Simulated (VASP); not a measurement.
# Cd2Se5 (P6/mmm) in VASP: notebook

Cd2Se5 is run at these levels: PBE; tasks: single point.

All numbers are computed with VASP 6.6.1; they aren't measurements. Logs are shortened: lines on timing, memory, paths and dates and some standing lists are left out, and cuts for length are marked.

## 1. The cell of the first run

The structure is hexagonal, space group P6/mmm (No. 191). The conventional cell has a = 6.145 Å, b = 6.145 Å, c = 5.059 Å, α = 90.00°, β = 90.00°, γ = 120.00°. Within 3.3 Å of Cd (site symmetry 6/mmm) lie 2 Cd at 2.53 Å and 6 Se at 3.07 Å. Within 3.3 Å of Cd (site symmetry 6/mmm) lie 2 Cd at 2.53 Å. Within 4.0 Å of Se (site symmetry mmm) lie 8 Se at 3.07 to 3.09 Å and 6 Cd at 3.07 to 3.98 Å. Within 4.1 Å of Se (site symmetry -6m2) lie 9 Se at 3.09 to 3.55 Å and 3 Cd at 3.55 Å.

## 2. Single point, PBE

INCAR reads:

```
SYSTEM = Cd2Se5
ALGO     = Normal         ! electronic algorithm
EDIFF    = 1E-6           ! SCF threshold, eV
ENCUT    = 500            ! plane-wave cutoff, eV
GGA      = PE             ! functional
GGA_COMPAT= .FALSE.      
ISIF     = 2              ! what is computed and relaxed
ISMEAR   = 0              ! smearing method
LASPH    = .TRUE.         ! aspherical terms in the spheres
LCHARG   = .FALSE.        ! write CHGCAR
LREAL    = .FALSE.        ! projectors in reciprocal space
LWAVE    = .FALSE.        ! write WAVECAR
NBANDS   = 36             ! bands
NELM     = 120            ! most SCF steps
PREC     = Accurate       ! precision mode
SIGMA    = 0.2            ! smearing width, eV
```

KPOINTS reads:

```
k-points
0
G
  3 3 3
  0 0 0
```

POSCAR reads:

```
Cd2Se5
1.0
    6.1452844059      0.0000000029      0.0000000000
   -3.0726422055      5.3219724075      0.0000000000
    0.0000000000      0.0000000000      5.0587536319
Cd Se
2 5
Direct
    0.0000000000      0.0000000000      0.5000000000
    0.0000000000      0.0000000000      0.0000000000
    0.5000000000      0.0000000000      0.5000000000
    0.0000000000      0.5000000000      0.5000000000
    0.5000000000      0.5000000000      0.5000000000
    0.3333333333      0.6666666667      0.0000000000
    0.6666666667      0.3333333333      0.0000000000
```

Potentials or basis: VASP PAW PBE potentials, release 64 (Cd, Se).

Started as:

```console
cat potpaw_PBE.64/Cd/POTCAR potpaw_PBE.64/Se/POTCAR > POTCAR
mpirun -np 1 vasp_std > vasp.out
```

OUTCAR:

```text
SYSTEM = Cd2Se5
   EDIFF = 1E-6
   ENCUT = 500
   GGA = PE
   ISIF = 2
   ISMEAR = 0
   LASPH = .TRUE.
   LREAL = .FALSE.
   NELM = 120
   PREC = Accurate

 ion  position               nearest neighbor table
   1  0.000  0.000  0.500-   2 2.53   2 2.53   5 3.07   5 3.07   4 3.07   4 3.07   3 3.07   3 3.07

   2  0.000  0.000  0.000-   1 2.53   1 2.53
   3  0.500  0.000  0.500-   1 3.07   1 3.07
   4  0.000  0.500  0.500-   1 3.07   1 3.07
   5  0.500  0.500  0.500-   1 3.07   1 3.07
   6  0.333  0.667  0.000-
   7  0.667  0.333  0.000-

  LATTYP: Found a hexagonal cell.
 ALAT       =     6.1452844059
 C/A-ratio  =     0.8231927601

  Lattice vectors:

 A1 = (   6.1452844059,   0.0000000029,   0.0000000000)
 A2 = (  -3.0726422055,   5.3219724075,   0.0000000000)
 A3 = (   0.0000000000,   0.0000000000,   5.0587536319)

Analysis of symmetry for initial positions (statically):
=====================================================================
 Subroutine PRICEL returns:
 Original cell was already a primitive cell.

 Routine SETGRP: Setting up the symmetry group for a
 hexagonal supercell.

 Subroutine GETGRP returns: Found 24 space group operations
 (whereof 24 operations were pure point group operations)
 out of a pool of 24 trial point group operations.

The static configuration has the point symmetry D_6h.

Analysis of symmetry for dynamics (positions and initial velocities):
=====================================================================
 Subroutine PRICEL returns:
 Original cell was already a primitive cell.

 Routine SETGRP: Setting up the symmetry group for a
 hexagonal supercell.

 Subroutine GETGRP returns: Found 24 space group operations
 (whereof 24 operations were pure point group operations)
 out of a pool of 24 trial point group operations.

The dynamic configuration has the point symmetry D_6h.

 Subroutine INISYM returns: Found 24 space group operations
 (whereof 24 operations are pure point group operations),
 and found     1 'primitive' translations

----------------------------------------------------------------------------------------

                                     Primitive cell

  volume of cell :     165.4467

  direct lattice vectors                    reciprocal lattice vectors
     6.145284406  0.000000003  0.000000000     0.162726399  0.093950130  0.000000000
    -3.072642205  5.321972407  0.000000000    -0.000000000  0.187900260  0.000000000
     0.000000000  0.000000000  5.058753632     0.000000000  0.000000000  0.197677150

  length of vectors
     6.145284406  6.145284406  5.058753632     0.187900260  0.187900260  0.197677150

  position of ions in fractional coordinates (direct lattice)
     0.000000000  0.000000000  0.500000000
     0.000000000  0.000000000  0.000000000
     0.500000000  1.000000000  0.500000000
     0.000000000  0.500000000  0.500000000
     0.500000000  0.500000000  0.500000000
     0.333333333  0.666666667  0.000000000
     0.666666667  0.333333333  0.000000000

  ion indices of the primitive-cell ions
   primitive index   ion index
                 1           1
                 2           2
                 3           3
                 4           4
                 5           5
                 6           6
                 7           7

----------------------------------------------------------------------------------------

 KPOINTS: k-points

Automatic generation of k-mesh.
 Grid dimensions read from file:
 generate k-points for:    3    3    3

 Generating k-lattice:

  Cartesian coordinates                     Fractional coordinates (reciprocal lattice)
     0.054242133  0.031316710  0.000000000     0.333333333 -0.000000000  0.000000000
    -0.000000000  0.062633420  0.000000000     0.000000000  0.333333333  0.000000000
     0.000000000  0.000000000  0.065892383     0.000000000  0.000000000  0.333333333

  Length of vectors
     0.062633420  0.062633420  0.065892383

  Shift w.r.t. Gamma in fractional coordinates (k-lattice)
     0.000000000  0.000000000  0.000000000

 Subroutine IBZKPT returns following result:
 ===========================================

 Found      6 irreducible k-points:

 Following reciprocal coordinates:
            Coordinates               Weight
  0.000000  0.000000  0.000000      1.000000
  0.333333  0.000000  0.000000      6.000000
  0.333333  0.333333  0.000000      2.000000
  0.000000  0.000000  0.333333      2.000000
  0.333333  0.000000  0.333333     12.000000
  0.333333  0.333333  0.333333      4.000000
   k-points           NKPTS =      6   k-points in BZ     NKDIM =      6   number of bands    NBANDS=     36
   number of dos      NEDOS =    301   number of ions     NIONS =      7
   total plane-waves  NPLWV =  92160
   dimension x,y,z NGX =    48 NGY =   48 NGZ =   40
   dimension x,y,z NGXF=    96 NGYF=   96 NGZF=   80
   ions per type =               2   5
   NGX,Y,Z   is equivalent  to a cutoff of  12.99, 12.99, 13.15 a.u.
   NGXF,Y,Z  is equivalent  to a cutoff of  25.97, 25.97, 26.29 a.u.
 SYSTEM =  Cd2Se5
   PREC   = accura    normal or accurate (medium, high low for compatibility)
   ISTART =      0    job   : 0-new  1-cont  2-samecut
   ICHARG =      2    charge: 1-file 2-atom 10-const
   ISPIN  =      1    spin polarized calculation?
   LNONCOLLINEAR =      F non collinear calculations
   LSORBIT =      F    spin-orbit coupling
   LASPH  =      T    aspherical Exc in radial PAW
   ENCUT  =  500.0 eV  36.75 Ry    6.06 a.u.  11.20 11.20  9.22*2*pi/ulx,y,z
   NELM   =    120;   NELMIN=  2; NELMDL= -5     # of ELM steps
   EDIFF  = 0.1E-05   stopping-criterion for ELM
   LREAL  =      F    real-space projection
   EDIFFG = 0.1E-04   stopping-criterion for IOM
   NSW    =      0    number of steps for IOM
   IBRION =     -1    ionic relax: 0-MD 1-quasi-New 2-CG
   NFREE  =      0    steps in history (QN), initial steepest desc. (CG)
   ISIF   =      2    stress and relaxation
   ISYM   =      2    0-nonsym 1-usesym 2-fastsym
   POTIM  = 0.5000    time-step for ionic-motion
   TEBEG  =    0.0;   TEEND  =   0.0 temperature during run
   PSTRESS=    0.0 pullay stress
   NELECT =      54.0000    total number of electrons
   NUPDOWN=      -1.0000    fix difference up-down
   EMIN   =  10.00;   EMAX   =-10.00  energy-range for DOS
   EFERMI =   0.00;   METHOD = LEGACY
   ISMEAR =     0;   SIGMA  =   0.20  broadening in eV -4-tet -1-fermi 0-gaus
   EFERMI_NEDOS =   21; number of points for ismear=-14 and -15
   IALGO  =     38    algorithm
   IMIX   =      4    mixing-type and parameters
     AMIX     =   0.40;   BMIX     =  1.00
     AMIX_MAG =   1.60;   BMIX_MAG =  1.00
  volume/ion in A,a.u.               =      23.64       159.50
  Fermi-wavevector in a.u.,A,eV,Ry     =   1.127163  2.130029 17.286152  1.270496
  Thomas-Fermi vector in A             =   2.263848
   LORBIT       =      0    0 simple, 1 ext, 2 COOP (PROOUT), +10 PAW based schemes
   GGA     = PE    functional components
   LHFCALC =     F    Hartree Fock is set to
   AEXX    =    0.0000 exact exchange contribution
   IVDW    =     0    specifies the selected vdW correction
   LEPSILON=     F    determine dielectric tensor
   LRPA    =     F    only Hartree local field effects (RPA)
 non-spin polarized calculation
 Gauss-broadening in eV      SIGMA  =   0.20
  energy-cutoff  :      500.00
  volume of cell :      165.45
 maximum number of plane-waves:      4255
 NGX is ok and might be reduce to    48
   NGX = 23   NGY = 23   NGZ = 19

 number of electron      54.0000003 magnetization

 Free energy of the ion-electron system (eV)
  ---------------------------------------------------
  ext. energy  EPLUGINS =         0.00000000
  ---------------------------------------------------
  free energy    TOTEN  =       -15.81139599 eV

  energy without entropy =      -15.73813053  energy(sigma->0) =      -15.77476326

 E-fermi :   3.2601     XC(G=0): -10.0027

 val. band max:        3.1659232655   @ k =   0.3333   0.0000   0.0000
 cond. band min:       3.3383272590   @ k =   0.0000   0.0000   0.3333
 fundamental gap:      0.1724039935
 Fermi energy:         3.2600700459

 k-point     1 :       0.0000    0.0000    0.0000
  band No.  band energies     occupation
      1     -11.5210      2.00000
      2      -8.9780      2.00000
      3      -8.9780      2.00000
      4      -8.8339      2.00000
      5      -8.4453      2.00000
      6      -7.0853      2.00000
[... 28 lines left out ...]
     35       8.2475      0.00000
     36       9.2175      0.00000

 k-point     2 :       0.3333    0.0000    0.0000
  band No.  band energies     occupation
      1     -11.1835      2.00000
      2     -10.0143      2.00000
      3      -8.9718      2.00000
      4      -8.3429      2.00000
      5      -8.2980      2.00000
      6      -7.0857      2.00000
[... 28 lines left out ...]
     35       7.8265      0.00000
     36       9.8634      0.00000

 k-point     3 :       0.3333    0.3333    0.0000
  band No.  band energies     occupation
      1     -10.6643      2.00000
      2     -10.6643      2.00000
      3      -9.0384      2.00000
      4      -8.2432      2.00000
      5      -8.2432      2.00000
      6      -7.0860      2.00000
[... 28 lines left out ...]
     35       7.8259      0.00000
     36      11.0300      0.00000

 k-point     4 :       0.0000    0.0000    0.3333
  band No.  band energies     occupation
      1     -11.1449      2.00000
      2      -9.3059      2.00000
      3      -8.9286      2.00000
      4      -8.9286      2.00000
      5      -8.7265      2.00000
      6      -6.3649      2.00000
[... 28 lines left out ...]
     35      10.3338      0.00000
     36      11.0471      0.00000

 k-point     5 :       0.3333    0.0000    0.3333
  band No.  band energies     occupation
      1     -10.8080      2.00000
      2      -9.6959      2.00000
      3      -9.1309      2.00000
      4      -8.9229      2.00000
      5      -8.7015      2.00000
      6      -6.3686      2.00000
[... 28 lines left out ...]
     35       8.5216      0.00000
     36      10.3314      0.00000

 k-point     6 :       0.3333    0.3333    0.3333
  band No.  band energies     occupation
      1     -10.2987      2.00000
      2     -10.2987      2.00000
      3      -8.9833      2.00000
      4      -8.8987      2.00000
      5      -8.8987      2.00000
      6      -6.3685      2.00000
[... 28 lines left out ...]
     35       9.0826      0.00000
     36       9.0826      0.00000

------------------------ aborting loop because EDIFF is reached ----------------------------------------

  FORCE on cell =-STRESS in cart. coord.  units (eV):
  Direction    XX          YY          ZZ          XY          YZ          ZX
  --------------------------------------------------------------------------------------
  -------------------------------------------------------------------------------------
  Total       -0.1453513     -0.1453513      0.4516255      0.0000000     -0.0000000      0.0000000
  in kB       -1.4075745     -1.4075745      4.3735175      0.0000000     -0.0000000      0.0000000
  external PRESSURE =       0.5194562 kB  Pullay stress =       0.0000000 kB

 VOLUME and BASIS-vectors are now :
 -----------------------------------------------------------------------------
  energy-cutoff  :      500.00
  volume of cell :      165.45
      direct lattice vectors                 reciprocal lattice vectors
     6.145284406  0.000000003  0.000000000     0.162726399  0.093950130  0.000000000
    -3.072642205  5.321972407  0.000000000    -0.000000000  0.187900260  0.000000000
     0.000000000  0.000000000  5.058753632     0.000000000  0.000000000  0.197677150

 POSITION                                       TOTAL-FORCE (eV/Angst)
 -----------------------------------------------------------------------------------
      0.00000      0.00000      2.52938         0.000000      0.000000      0.000000
      0.00000      0.00000      0.00000         0.000000      0.000000      0.000000
      3.07264      0.00000      2.52938         0.000000      0.000000      0.000000
     -1.53632      2.66099      2.52938         0.000000      0.000000      0.000000
      1.53632      2.66099      2.52938         0.000000      0.000000      0.000000
     -0.00000      3.54798      0.00000         0.000000     -0.000000      0.000000
      3.07264      1.77399      0.00000        -0.000000      0.000000      0.000000
 -----------------------------------------------------------------------------------
    total drift:                                0.000000      0.000000     -0.000000

  FREE ENERGIE OF THE ION-ELECTRON SYSTEM (eV)
  ---------------------------------------------------
  free  energy   TOTEN  =       -15.8113959853 eV

  energy  without entropy=      -15.7381305274  energy(sigma->0) =      -15.77476326
```

It took 47 s on 1 thread of Intel Xeon 6975P-C, shared host; peak memory 0.29 GiB.

What came out:

| Property | Result |
| --- | --- |
| Free energy | -15.8114 eV |
| Pressure | 0.1 GPa |
| Band gap on the k mesh | zero (band 27 reaches 3.74 eV, above the bottom of band 28 at 2.92 eV) |

Stress tensor (GPa, compression positive):
```
-0.14  0.00  0.00
 0.00 -0.14  0.00
 0.00  0.00  0.44
```

Caveat: the k points lie up to 0.41 Å⁻¹ apart.

## 3. Single point, PBE

This run uses another cell than the first one, of 26.02 Å³/atom, 1.101 times its volume.

INCAR reads:

```
ALGO = Normal
EDIFF = 1E-6
ENCUT = 500
GGA = PE
GGA_COMPAT = False
ISIF = 2
ISMEAR = 0
LASPH = True
LCHARG = False
LREAL = False
LWAVE = False
NBANDS = 36
NELM = 120
PREC = Accurate
SIGMA = 0.2
```

KPOINTS reads:

```
k-points
0
Gamma
  4 4 2
```

POSCAR reads:

```
Cd2Se5
1.0
    4.9330126859     -0.0000000028      0.0000000000
   -2.4665063405      4.2721143046      0.0000000000
    0.0000000000      0.0000000000      8.6417651343
Cd Se
2 5
Direct
    0.3333333333      0.6666666667      0.5000000000
    0.6666666667      0.3333333333      0.5000000000
    0.3333333333      0.6666666667      0.8158554716
    0.3333333333      0.6666666667      0.1841445284
    0.6666666667      0.3333333333      0.1841445284
    0.6666666667      0.3333333333      0.8158554716
    0.0000000000      0.0000000000      0.0000000000
```

Potentials or basis: VASP PAW PBE potentials, release 64 (Cd, Se).

Started as:

```console
cat potpaw_PBE.64/Cd/POTCAR potpaw_PBE.64/Se/POTCAR > POTCAR
mpirun -np 1 vasp_std > vasp.out
```

It took 68 s on 1 thread of Intel Xeon 6975P-C, shared host; peak memory 0.28 GiB.

It converged, with:

```
Free energy            : -16.1797 eV
Pressure               : 0.6 GPa
Largest force          : 0.024 eV/Å
Band gap on the k mesh : zero (band 27 reaches 3.14 eV, above the bottom of band 28 at 2.49 eV)
```

Forces on the atoms (eV/Å):
```
Cd   0.000  0.000  0.000
Cd   0.000  0.000  0.000
Se   0.000  0.000 -0.024
Se   0.000  0.000  0.024
Se   0.000  0.000  0.024
Se   0.000  0.000 -0.024
Se   0.000  0.000  0.000
```

Stress tensor (GPa, compression positive):
```
0.65 0.00 0.00
0.00 0.65 0.00
0.00 0.00 0.51
```

Levels at points of the mesh, in eV from the Fermi level:
```
           k point  band 25  band 26  band 27  band 28  band 29  band 30
(0.00, 0.00, 0.00)    -1.92    -1.30    -0.48    -0.48    -0.40     1.33
(0.50, 0.00, 0.00)    -1.04    -0.52    -0.46    -0.08     0.06     0.80
(0.00, 0.00, 0.50)    -1.69    -0.57    -0.57    -0.52     0.41     1.47
(0.50, 0.00, 0.50)    -0.80    -0.13    -0.02     0.65     0.86     0.95
```

Caveat: the k points lie up to 0.37 Å⁻¹ apart.

## 4. Single point, PBE

This run uses another cell than the first one, of 27.11 Å³/atom, 1.147 times its volume.

INCAR reads:

```
SYSTEM = Cd2Se5
PREC = Accurate
ENCUT = 500
EDIFF = 1E-6
ISMEAR = 0
SIGMA = 0.2
LREAL = .False.
LASPH = .True.
NELM = 120
ALGO = Normal
ISIF = 2
LWAVE = .False.
LCHARG = .False.
GGA = PE
NBANDS = 36
GGA_COMPAT = .False.
```

KPOINTS reads:

```
regular mesh
0
Gamma
  4 4 2
  0 0 0
```

POSCAR reads:

```
Cd2Se5
1.0
    5.0439681684      0.0000000000      0.0000000000
   -2.5219840842      4.3682045697      0.0000000000
    0.0000000000      0.0000000000      8.6113692219
Cd Se
2 5
Direct
    0.3333333333      0.6666666667      0.5000000000
    0.6666666667      0.3333333333      0.5000000000
    0.3333333333      0.6666666667      0.1417916439
    0.6666666667      0.3333333333      0.1417916439
    0.6666666667      0.3333333333      0.8582083561
    0.3333333333      0.6666666667      0.8582083561
    0.0000000000      0.0000000000      0.5000000000
```

Started as:

```console
cat potpaw_PBE.64/Cd/POTCAR potpaw_PBE.64/Se/POTCAR > POTCAR
mpirun -np 1 vasp_std > vasp.out
```

Wall time 70 s (1 thread of Intel Xeon 6975P-C, shared host); peak memory 0.31 GiB.

It converged, with:

| Quantity | Value |
| --- | --- |
| Free energy | -17.7409 eV |
| Pressure | -0.1 GPa |
| Largest force | 0.027 eV/Å |
| Band gap on the k mesh | zero (band 27 reaches 2.77 eV, above the bottom of band 28 at 2.26 eV) |

Forces on the atoms (eV/Å):
```
Cd   0.000  0.000  0.000
Cd   0.000  0.000  0.000
Se   0.000  0.000  0.027
Se   0.000  0.000  0.027
Se   0.000  0.000 -0.027
Se   0.000  0.000 -0.027
Se   0.000  0.000  0.000
```

Stress tensor (GPa, compression positive):
```
 0.01  0.00  0.00
 0.00  0.01  0.00
 0.00  0.00 -0.29
```

Levels at points of the mesh, in eV from the Fermi level:
```csv
k point,band 25,band 26,band 27,band 28,band 29,band 30
"(0.00, 0.00, 0.00)",-2.32,-1.14,-1.14,0.07,0.48,0.48
"(0.50, 0.00, 0.00)",-1.08,-0.87,-0.60,0.25,0.63,0.70
"(0.00, 0.00, 0.50)",-1.82,-1.23,-1.23,0.58,0.58,0.99
"(0.50, 0.00, 0.50)",-1.56,-1.07,0.26,0.53,0.75,1.84
```

Caveat: the k points lie up to 0.36 Å⁻¹ apart.

## 5. Overview

```tsv
cell	k mesh	gap on the mesh (eV)	pressure (GPa)	largest force (eV/Å)
a = 6.145, b = 6.145, c = 5.059 Å, angles 90.0, 90.0, 120.0°, 7 atoms	3 × 3 × 3	none	0.1	-
a = 4.933, b = 4.933, c = 8.642 Å, angles 90.0, 90.0, 120.0°, 7 atoms	4 × 4 × 2	none	0.6	0.02
a = 5.044, b = 5.044, c = 8.611 Å, angles 90.0, 90.0, 120.0°, 7 atoms	4 × 4 × 2	none	-0.1	0.03
```

Alike in all rows: task single point; level PBE; potentials or basis VASP PAW PBE potentials, release 64 (Cd, Se); no spin polarisation; cutoff (eV) 500; smearing gaussian 0.2 eV.

Caveats: all runs use coarse meshes.

Total energies depend on the potentials used, so only differences within one code and one set of settings carry meaning.
